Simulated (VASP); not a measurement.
Runs of VASP 6.6.1 on Al. The structure is that of space group Im-3m (No. 229), or close to it. The cells are those of the table. 

| task | level | cell | k mesh for the DOS | occupations for the DOS | gap on the mesh (eV) | pressure (GPa) |
| --- | --- | --- | --- | --- | --- | --- |
| single point | PBEsol | a = 2.207 Å, angles 109.5°, 1 atom | - | - | none | 215.5 |
| single point | PBEsol | a = 2.445 Å, angles 109.5°, 1 atom | - | - | none | 64.6 |
| single point | PBEsol | a = 2.319 Å, angles 109.5°, 1 atom | - | - | none | (a) |
| single point | PBEsol | a = 2.780 Å, angles 109.5°, 1 atom | - | - | none | 0.1 |
| single point | PBEsol+D4 | a = 2.780 Å, angles 109.5°, 1 atom | - | - | none | (b) |

Alike in all rows: potentials or basis VASP PAW PBE potentials, release 64 (Al); no spin polarisation; k mesh 17 × 17 × 17; cutoff (eV) 520; smearing fermi-dirac 0.05 eV.

Task: Estimate the missing entries.

Result: (a) 125.8; (b) -1.8.

Caveats: the PAW data sets were made with another functional, which shifts forces and pressure a little; pairwise dispersion overbinds metals, which lowers pressure and volume (some runs).

A gap of «none» marks levels without a gap at the run's occupations.
